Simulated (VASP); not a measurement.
# KZnF3 (Pm-3m) in VASP: settings compared

Aim: see how the results for KZnF3 move with the level of theory and the settings. Levels: LDA, PBE, PBEsol. Tasks: single point.

Program: VASP 6.6.1. These are calculated values, not measurements. Logs are shortened: lines on timing, memory, paths and dates and some standing lists are left out, and cuts for length are marked.

### Step 1. The cell of the first run

The structure is cubic, space group Pm-3m (No. 221). The conventional cell has a = 4.050 Å, b = 4.050 Å, c = 4.050 Å, α = 90.00°, β = 90.00°, γ = 90.00°. Within 2.7 Å of Zn (site symmetry m-3m) lie 6 F at 2.02 Å. Within 3.8 Å of K (site symmetry m-3m) lie 12 F at 2.86 Å and 8 Zn at 3.51 Å. Within 2.7 Å of F (site symmetry 4/mmm) lie 2 Zn at 2.02 Å.

### Step 2. Single point, LDA

The input, INCAR:

```
SYSTEM = KZnF3
  ALGO = Normal
  EDIFF = 1E-6
  ENCUT = 520
  ISIF = 2
  ISMEAR = -1
  LASPH = .True.
  LCHARG = .True.
  LELF = .True.
  LREAL = .False.
  LVHAR = .True.
  LWAVE = .False.
  NBANDS = 29
  NELM = 60
  PREC = Accurate
  SIGMA = 0.05
```

The input, KPOINTS:

```
k-points
0
Gamma
  7 7 7
  0 0 0
```

The input, POSCAR:

```
KZnF3
1.0
    4.0500000000      0.0000000000      0.0000000000
    0.0000000000      4.0500000000      0.0000000000
    0.0000000000      0.0000000000      4.0500000000
Zn K F
1 1 3
Direct
    0.5000000000      0.5000000000      0.5000000000
    0.0000000000      0.0000000000      0.0000000000
    0.5000000000      0.0000000000      0.5000000000
    0.0000000000      0.5000000000      0.5000000000
    0.5000000000      0.5000000000      0.0000000000
```

Potentials or basis: VASP PAW LDA potentials, release 64 (Zn, K_sv, F).

Command:

```
> cat potpaw_LDA.64/Zn/POTCAR potpaw_LDA.64/K_sv/POTCAR potpaw_LDA.64/F/POTCAR > POTCAR
> mpirun -np 1 vasp_std > vasp.out
```

OUTCAR:

```text
SYSTEM = KZnF3
   EDIFF = 1E-6
   ENCUT = 520
   ISIF = 2
   ISMEAR = -1
   LASPH = .True.
   LREAL = .False.
   NELM = 60
   PREC = Accurate

 ion  position               nearest neighbor table
   1  0.500  0.500  0.500-   3 2.02   4 2.02   5 2.02   5 2.02   3 2.02   4 2.02
   2  0.000  0.000  0.000-
   3  0.500  0.000  0.500-   1 2.02   1 2.02
   4  0.000  0.500  0.500-   1 2.02   1 2.02
   5  0.500  0.500  0.000-   1 2.02   1 2.02

  LATTYP: Found a simple cubic cell.
 ALAT       =     4.0500000000

  Lattice vectors:

 A1 = (   4.0500000000,   0.0000000000,   0.0000000000)
 A2 = (   0.0000000000,   4.0500000000,   0.0000000000)
 A3 = (   0.0000000000,   0.0000000000,   4.0500000000)

Analysis of symmetry for initial positions (statically):
=====================================================================
 Subroutine PRICEL returns:
 Original cell was already a primitive cell.

 Routine SETGRP: Setting up the symmetry group for a
 simple cubic supercell.

 Subroutine GETGRP returns: Found 48 space group operations
 (whereof 48 operations were pure point group operations)
 out of a pool of 48 trial point group operations.

The static configuration has the point symmetry O_h .

Analysis of symmetry for dynamics (positions and initial velocities):
=====================================================================
 Subroutine PRICEL returns:
 Original cell was already a primitive cell.

 Routine SETGRP: Setting up the symmetry group for a
 simple cubic supercell.

 Subroutine GETGRP returns: Found 48 space group operations
 (whereof 48 operations were pure point group operations)
 out of a pool of 48 trial point group operations.

The dynamic configuration has the point symmetry O_h .

 Subroutine INISYM returns: Found 48 space group operations
 (whereof 48 operations are pure point group operations),
 and found     1 'primitive' translations

----------------------------------------------------------------------------------------

                                     Primitive cell

  volume of cell :      66.4301

  direct lattice vectors                    reciprocal lattice vectors
     4.050000000  0.000000000  0.000000000     0.246913580  0.000000000  0.000000000
     0.000000000  4.050000000  0.000000000     0.000000000  0.246913580  0.000000000
     0.000000000  0.000000000  4.050000000     0.000000000  0.000000000  0.246913580

  length of vectors
     4.050000000  4.050000000  4.050000000     0.246913580  0.246913580  0.246913580

  position of ions in fractional coordinates (direct lattice)
     0.500000000  0.500000000  0.500000000
     0.000000000  0.000000000  0.000000000
     0.500000000  0.000000000  0.500000000
     0.000000000  0.500000000  0.500000000
     0.500000000  0.500000000  0.000000000

  ion indices of the primitive-cell ions
   primitive index   ion index
                 1           1
                 2           2
                 3           3
                 4           4
                 5           5

----------------------------------------------------------------------------------------

 KPOINTS: k-points

Automatic generation of k-mesh.
 Grid dimensions read from file:
 generate k-points for:    7    7    7

 Generating k-lattice:

  Cartesian coordinates                     Fractional coordinates (reciprocal lattice)
     0.035273369  0.000000000  0.000000000     0.142857143  0.000000000  0.000000000
     0.000000000  0.035273369  0.000000000     0.000000000  0.142857143  0.000000000
     0.000000000  0.000000000  0.035273369     0.000000000  0.000000000  0.142857143

  Length of vectors
     0.035273369  0.035273369  0.035273369

  Shift w.r.t. Gamma in fractional coordinates (k-lattice)
     0.000000000  0.000000000  0.000000000

 Subroutine IBZKPT returns following result:
 ===========================================

 Found     20 irreducible k-points:

 Following reciprocal coordinates:
            Coordinates               Weight
  0.000000  0.000000  0.000000      1.000000
  0.142857  0.000000  0.000000      6.000000
  0.285714  0.000000  0.000000      6.000000
  0.428571  0.000000  0.000000      6.000000
  0.142857  0.142857  0.000000     12.000000
  0.285714  0.142857  0.000000     24.000000
[... 12 lines left out ...]
  0.428571  0.428571  0.285714     24.000000
  0.428571  0.428571  0.428571      8.000000
   k-points           NKPTS =     20   k-points in BZ     NKDIM =     20   number of bands    NBANDS=     29
   number of dos      NEDOS =    301   number of ions     NIONS =      5
   total plane-waves  NPLWV =  27000
   dimension x,y,z NGX =    30 NGY =   30 NGZ =   30
   dimension x,y,z NGXF=    60 NGYF=   60 NGZF=   60
   ions per type =               1   1   3
   NGX,Y,Z   is equivalent  to a cutoff of  12.31, 12.31, 12.31 a.u.
   NGXF,Y,Z  is equivalent  to a cutoff of  24.63, 24.63, 24.63 a.u.
 SYSTEM =  KZnF3
   PREC   = accura    normal or accurate (medium, high low for compatibility)
[... 47 lines left out ...]

 Free energy of the ion-electron system (eV)
  ---------------------------------------------------
  ext. energy  EPLUGINS =         0.00000000
  ---------------------------------------------------
  free energy    TOTEN  =       -23.06439900 eV

  energy without entropy =      -23.06439900  energy(sigma->0) =      -23.06439900

 E-fermi :  -0.1356     XC(G=0): -10.5965

 val. band max:       -1.3152238980   @ k =   0.4286   0.4286   0.0000
 cond. band min:       2.3919674259   @ k =   0.0000   0.0000   0.0000
 fundamental gap:      3.7071913239
 Fermi energy:        -0.1355891237

 k-point     1 :       0.0000    0.0000    0.0000
  band No.  band energies     occupation
      1     -27.7307      2.00000
      2     -22.3666      2.00000
      3     -21.6972      2.00000
      4     -21.6972      2.00000
      5     -11.4657      2.00000
      6     -11.4657      2.00000
[... 21 lines left out ...]
     28       9.7270      0.00000
     29      12.6515      0.00000

 k-point     2 :       0.1429    0.0000    0.0000
  band No.  band energies     occupation
      1     -27.7259      2.00000
      2     -22.3410      2.00000
      3     -21.7212      2.00000
      4     -21.6961      2.00000
      5     -11.4643      2.00000
      6     -11.4560      2.00000
[... 21 lines left out ...]
     28       9.7863      0.00000
     29      12.4975      0.00000

 k-point     3 :       0.2857    0.0000    0.0000
  band No.  band energies     occupation
      1     -27.7152      2.00000
      2     -22.2769      2.00000
      3     -21.7815      2.00000
      4     -21.6925      2.00000
      5     -11.4611      2.00000
      6     -11.4341      2.00000
[... 21 lines left out ...]
     28       9.9297      0.00000
     29      12.1904      0.00000

 k-point     4 :       0.4286    0.0000    0.0000
  band No.  band energies     occupation
      1     -27.7065      2.00000
      2     -22.2123      2.00000
      3     -21.8431      2.00000
      4     -21.6900      2.00000
      5     -11.4585      2.00000
      6     -11.4164      2.00000
[... 21 lines left out ...]
     28      10.2345      0.00000
     29      11.6607      0.00000

 k-point     5 :       0.1429    0.1429    0.0000
  band No.  band energies     occupation
      1     -27.7214      2.00000
      2     -22.3151      2.00000
      3     -21.7310      2.00000
      4     -21.7073      2.00000
      5     -11.4779      2.00000
      6     -11.4465      2.00000
[... 21 lines left out ...]
     28       9.8138      0.00000
     29      12.1882      0.00000
[... 382 lines left out ...]
     28      10.3059      0.00000
     29      11.8829      0.00000

 k-point    18 :       0.4286    0.2857    0.2857
  band No.  band energies     occupation
      1     -27.6862      2.00000
      2     -22.0082      2.00000
      3     -21.8488      2.00000
      4     -21.7906      2.00000
      5     -11.5636      2.00000
      6     -11.5533      2.00000
[... 21 lines left out ...]
     28      10.5731      0.00000
     29      11.4955      0.00000

 k-point    19 :       0.4286    0.4286    0.2857
  band No.  band energies     occupation
      1     -27.6812      2.00000
      2     -21.9328      2.00000
      3     -21.8516      2.00000
      4     -21.8303      2.00000
      5     -11.5952      2.00000
      6     -11.5909      2.00000
[... 21 lines left out ...]
     28      10.7923      0.00000
     29      11.5873      0.00000

 k-point    20 :       0.4286    0.4286    0.4286
  band No.  band energies     occupation
      1     -27.6768      2.00000
      2     -21.8843      2.00000
      3     -21.8456      2.00000
      4     -21.8456      2.00000
      5     -11.6292      2.00000
      6     -11.6292      2.00000
[... 21 lines left out ...]
     28      10.8753      0.00000
     29      11.9279      0.00000

------------------------ aborting loop because EDIFF is reached ----------------------------------------

  FORCE on cell =-STRESS in cart. coord.  units (eV):
  Direction    XX          YY          ZZ          XY          YZ          ZX
  --------------------------------------------------------------------------------------
  -------------------------------------------------------------------------------------
  Total       -1.8030521     -1.8030521     -1.8030521      0.0000000      0.0000000      0.0000000
  in kB      -43.4864337    -43.4864337    -43.4864337      0.0000000      0.0000000      0.0000000
  external PRESSURE =     -43.4864337 kB  Pullay stress =       0.0000000 kB

 VOLUME and BASIS-vectors are now :
 -----------------------------------------------------------------------------
  energy-cutoff  :      520.00
  volume of cell :       66.43
      direct lattice vectors                 reciprocal lattice vectors
     4.050000000  0.000000000  0.000000000     0.246913580  0.000000000  0.000000000
     0.000000000  4.050000000  0.000000000     0.000000000  0.246913580  0.000000000
     0.000000000  0.000000000  4.050000000     0.000000000  0.000000000  0.246913580

 POSITION                                       TOTAL-FORCE (eV/Angst)
 -----------------------------------------------------------------------------------
      2.02500      2.02500      2.02500         0.000000      0.000000      0.000000
      0.00000      0.00000      0.00000         0.000000      0.000000      0.000000
      2.02500      0.00000      2.02500         0.000000      0.000000      0.000000
      0.00000      2.02500      2.02500         0.000000      0.000000      0.000000
      2.02500      2.02500      0.00000         0.000000      0.000000      0.000000
 -----------------------------------------------------------------------------------
    total drift:                                0.000000      0.000000     -0.000000

  FREE ENERGIE OF THE ION-ELECTRON SYSTEM (eV)
  ---------------------------------------------------
  free  energy   TOTEN  =       -23.0643990019 eV

  energy  without entropy=      -23.0643990019  energy(sigma->0) =      -23.06439900
```

Wall time 31 s (1 thread of Intel Xeon 6975P-C, shared host); peak memory 0.17 GiB.

Results:

| Property | Result |
| --- | --- |
| Free energy | -23.0644 eV |
| Pressure | -4.3 GPa |
| Band gap on the k mesh | 3.71 eV, indirect (least direct gap 5.40 eV) |

A k mesh can miss the band edges. Expect the measured gap to be larger: semilocal functionals such as LDA lack the derivative discontinuity.

### Step 3. Single point, PBE

The input, INCAR:

```
PREC     = Accurate       # precision mode
ENCUT    = 520            # plane-wave cutoff, eV
EDIFF    = 1E-6           # SCF threshold, eV
ISMEAR   = -1             # smearing method
SIGMA    = 0.05           # smearing width, eV
LREAL    = F              # projectors in reciprocal space
LASPH    = T              # aspherical terms in the spheres
NELM     = 80             # most SCF steps
ALGO     = Normal         # electronic algorithm
ISIF     = 2              # what is computed and relaxed
LWAVE    = F              # write WAVECAR
LCHARG   = T              # write CHGCAR
GGA      = PE             # functional
LELF     = T              # ELF
LVHAR    = T            
NBANDS   = 29             # bands
```

The input, KPOINTS:

```
Automatic mesh
0
Gamma
  7 7 7
```

POSCAR is that of step 2.

Potentials or basis: VASP PAW PBE potentials, release 64 (Zn, K_sv, F).

Command:

```
> cat potpaw_PBE.64/Zn/POTCAR potpaw_PBE.64/K_sv/POTCAR potpaw_PBE.64/F/POTCAR > POTCAR
> mpirun -np 1 vasp_std > vasp.out
```

Wall time 36 s (1 thread of Intel Xeon 6975P-C, shared host); peak memory 0.19 GiB.

Results (log left out):

| Property | Result |
| --- | --- |
| Free energy | -20.2648 eV |
| Pressure | 5.0 GPa |
| Band gap on the k mesh | 3.90 eV, indirect (least direct gap 5.65 eV) |

Levels at points of the mesh, in eV from the valence-band top:
| k point | band 18 | band 19 | band 20 | band 21 | band 22 | band 23 | band 24 | band 25 |
| --- | --- | --- | --- | --- | --- | --- | --- | --- |
| (0.00, 0.00, 0.00) | -1.95 | -1.74 | -1.74 | -1.74 | 3.90 | 8.81 | 8.81 | 9.52 |

### Step 4. Single point, LDA

This run uses another cell than the first one, of 13.55 Å³/atom, 1.020 times its volume.

The input, INCAR:

```
  ALGO = Normal
  EDIFF = 1E-6
  ENCUT = 520
  GGA = CA
  ISIF = 2
  ISMEAR = -1
  LASPH = T
  LCHARG = F
  LREAL = F
  LWAVE = F
  NBANDS = 29
  NELM = 60
  PREC = Accurate
  SIGMA = 0.05
```

The input, KPOINTS:

```
k-points
0
Gamma
  7 7 7
```

Changes to POSCAR since step 3:

```diff
@@ -2,5 +2,5 @@
 1.0
-    4.0500000000      0.0000000000      0.0000000000
-    0.0000000000      4.0500000000      0.0000000000
-    0.0000000000      0.0000000000      4.0500000000
+    4.0768219737      0.0000000000      0.0000000000
+    0.0000000000      4.0768219737      0.0000000000
+    0.0000000000      0.0000000000      4.0768219737
 Zn K F
```

Potentials or basis: VASP PAW LDA potentials, release 64 (Zn, K_sv, F).

Command:

```
> cat potpaw_LDA.64/Zn/POTCAR potpaw_LDA.64/K_sv/POTCAR potpaw_LDA.64/F/POTCAR > POTCAR
> mpirun -np 1 vasp_std > vasp.out
```

Wall time 17 s (1 thread of Intel Xeon 6975P-C (Granite Rapids), shared host); peak memory 0.17 GiB.

The run converged. Its results:

| Item | Value |
| --- | --- |
| Free energy | -23.0245 eV |
| Pressure | -5.8 GPa |
| Band gap on the k mesh | 3.65 eV, indirect (least direct gap 5.23 eV) |

Levels at points of the mesh, in eV from the valence-band top:
```tsv
k point	band 19	band 20	band 21	band 22	band 23	band 24
(0.00, 0.00, 0.00)	-1.58	-1.58	-1.58	3.65	8.67	8.67
```

### Step 5. Single point, PBE

This run uses another cell than the first one, of 13.55 Å³/atom, 1.020 times its volume.

The input, INCAR:

```
PREC     = Accurate       # precision mode
ENCUT    = 520            # plane-wave cutoff, eV
EDIFF    = 1E-6           # SCF threshold, eV
ISMEAR   = -1             # smearing method
SIGMA    = 0.05           # smearing width, eV
LREAL    = False          # projectors in reciprocal space
LASPH    = True           # aspherical terms in the spheres
NELM     = 100            # most SCF steps
ALGO     = Normal         # electronic algorithm
ISIF     = 2              # what is computed and relaxed
LWAVE    = False          # write WAVECAR
LCHARG   = False          # write CHGCAR
GGA      = PE             # functional
NBANDS   = 29             # bands
```

The input, KPOINTS:

```
regular mesh
0
Gamma
  7 7 7
```

POSCAR is that of step 4.

Potentials or basis: VASP PAW PBE potentials, release 64 (Zn, K_sv, F).

Command:

```
> cat potpaw_PBE.64/Zn/POTCAR potpaw_PBE.64/K_sv/POTCAR potpaw_PBE.64/F/POTCAR > POTCAR
> mpirun -np 1 vasp_std > vasp.out
```

Run time: 18 s. Hardware: 1 thread of Intel Xeon 6975P-C (Granite Rapids), shared host; peak memory 0.18 GiB.

The run converged. Its results:

- Free energy: -20.3006 eV
- Pressure: 3.2 GPa
- Band gap on the k mesh: 3.85 eV, indirect (least direct gap 5.49 eV)

Levels at points of the mesh, in eV from the valence-band top:
| k point | band 17 | band 18 | band 19 | band 20 | band 21 | band 22 | band 23 | band 24 | band 25 | band 26 |
| --- | --- | --- | --- | --- | --- | --- | --- | --- | --- | --- |
| (0.00, 0.00, 0.00) | -1.83 | -1.83 | -1.63 | -1.63 | -1.63 | 3.85 | 8.89 | 8.89 | 9.47 | 11.19 |

A k mesh can miss the band edges.

### Step 6. Single point, PBEsol

This run uses another cell than the first one, of 13.82 Å³/atom, 1.040 times its volume.

The input, INCAR:

```
PREC = Accurate
ENCUT = 520
EDIFF = 1E-6
ISMEAR = -1
SIGMA = 0.05
LREAL = False
LASPH = True
NELM = 100
ALGO = Normal
ISIF = 2
LWAVE = False
LCHARG = False
GGA = PS
NBANDS = 29
```

The input, KPOINTS:

```
Automatic mesh
0
Gamma
  7 7 7
```

Changes to POSCAR since step 5:

```diff
@@ -2,5 +2,5 @@
 1.0
-    4.0768219737      0.0000000000      0.0000000000
-    0.0000000000      4.0768219737      0.0000000000
-    0.0000000000      0.0000000000      4.0768219737
+    4.1032955855      0.0000000000      0.0000000000
+    0.0000000000      4.1032955855      0.0000000000
+    0.0000000000      0.0000000000      4.1032955855
 Zn K F
```

Potentials or basis: VASP PAW PBE potentials, release 64 (Zn, K_sv, F).

Command:

```
> cat potpaw_PBE.64/Zn/POTCAR potpaw_PBE.64/K_sv/POTCAR potpaw_PBE.64/F/POTCAR > POTCAR
> mpirun -np 1 vasp_std > vasp.out
```

It took 16 s on 1 thread of Intel Xeon 6975P-C (Granite Rapids), shared host; peak memory 0.19 GiB.

It converged, with:

| Item | Value |
| --- | --- |
| Free energy | -21.3281 eV |
| Pressure | -2.4 GPa |
| Band gap on the k mesh | 3.65 eV, indirect (least direct gap 5.18 eV) |

Levels at points of the mesh, in eV from the valence-band top:
```tsv
k point	band 19	band 20	band 21	band 22	band 23	band 24
(0.00, 0.00, 0.00)	-1.53	-1.53	-1.53	3.65	8.87	8.87
```

Caveat: the PAW data sets were made with another functional, which shifts forces and pressure a little.

### Step 7. Summary

| level | potentials or basis | cell | gap on the mesh (eV) | pressure (GPa) |
| --- | --- | --- | --- | --- |
| LDA | VASP PAW LDA potentials, release 64 (Zn, K_sv, F) | a = 4.050 Å, 5 atoms | 3.71 | -4.3 |
| PBE | VASP PAW PBE potentials, release 64 (Zn, K_sv, F) | a = 4.050 Å, 5 atoms | 3.90 | 5.0 |
| LDA | VASP PAW LDA potentials, release 64 (Zn, K_sv, F) | a = 4.077 Å, 5 atoms | 3.65 | -5.8 |
| PBE | VASP PAW PBE potentials, release 64 (Zn, K_sv, F) | a = 4.077 Å, 5 atoms | 3.85 | 3.2 |
| PBEsol | VASP PAW PBE potentials, release 64 (Zn, K_sv, F) | a = 4.103 Å, 5 atoms | 3.65 | -2.4 |

Alike in all rows: task single point; no spin polarisation; k mesh 7 × 7 × 7; cutoff (eV) 520; smearing fermi-dirac 0.05 eV.

Caveats: the PAW data sets were made with another functional, which shifts forces and pressure a little (some runs).

Total energies depend on the potentials used, so only differences within one code and one set of settings carry meaning.
